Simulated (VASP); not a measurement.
Wanted: the native input for a VASP 6.6.1 run.

```yaml
Task: single point
Functional: r2SCAN
Potentials_or_basis: VASP PAW PBE potentials, release 64 (Pd)
Cutoff: 520 eV
k_mesh: 8 × 8 × 12
Occupations: fermi-dirac, width 0.05 eV
Spin: collinear spin, ferromagnetic start
Starting_moments: "[0.5, 0.5, 0.5] μB"
Dipole_correction: no
Further_INCAR_settings: ALGO = Normal; EDIFF = 1e-07; NBANDS = 26
```

Crystal: Pd.

```
Pd
1.0
     4.46826    0.00000    0.00000
    -2.23413    3.86963    0.00000
     0.00000    0.00000    2.64863
Pd
3
Cartesian
  0.0000 0.0000 2.6486
  0.0000 2.5798 1.3243
  2.2341 1.2899 1.3243
```

These files were run (other wordings do the same):

POSCAR

```
Pd
1.0
    4.4682581439      0.0000000000      0.0000000000
   -2.2341290720      3.8696250633      0.0000000000
    0.0000000000      0.0000000000      2.6486282994
Pd
3
Direct
    0.0000000000      0.0000000000      1.0000000000
    0.3333333333      0.6666666667      0.5000000000
    0.6666666667      0.3333333333      0.5000000000
```

INCAR.step1

```
SYSTEM = Pd
PREC = Accurate
ENCUT = 520
ISMEAR = -1
SIGMA = 0.05
LREAL = .FALSE.
LASPH = .TRUE.
NELM = 150
ISPIN = 2
MAGMOM = 0.5 0.5 0.5
LMAXMIX = 4
NBANDS = 26
GGA = PE
ALGO = Normal
EDIFF = 1E-4
LWAVE = .TRUE.
LCHARG = .FALSE.
```

INCAR.step2

```
SYSTEM = Pd
PREC = Accurate
ENCUT = 520
EDIFF = 1E-7
ISMEAR = -1
SIGMA = 0.05
LREAL = .FALSE.
LASPH = .TRUE.
NELM = 150
ALGO = Normal
ISIF = 2
LWAVE = .FALSE.
LCHARG = .FALSE.
ISPIN = 2
MAGMOM = 0.5 0.5 0.5
LORBIT = 11
LMAXMIX = 4
METAGGA = R2SCAN
LMIXTAU = .TRUE.
NBANDS = 26
ISTART = 1
```

KPOINTS

```
Automatic mesh
0
G
  8 8 12
  0 0 0
```

Potentials or basis: VASP PAW PBE potentials, release 64 (Pd).

Launch:

```console
$ cat potpaw_PBE.64/Pd/POTCAR > POTCAR
$ cp INCAR.step1 INCAR
$ mpirun -np 1 vasp_std > vasp.out
$ cp INCAR.step2 INCAR
$ mpirun -np 1 vasp_std > vasp.out
```

Results of the run:

The pressure is 0.4 GPa, the band gap on the k mesh is zero (filled and empty bands overlap) and the net moment is 0.00 μB per cell. The valence electrons inside the program's atomic spheres are Pd 9.39, 9.47.

Caveat: the PAW data sets were made with another functional, which shifts forces and pressure a little.

It took 7.1 min on 1 thread of Intel(R) Xeon(R) Platinum 8488C (Sapphire Rapids), with other jobs on the host, peak memory 0.26 GiB.
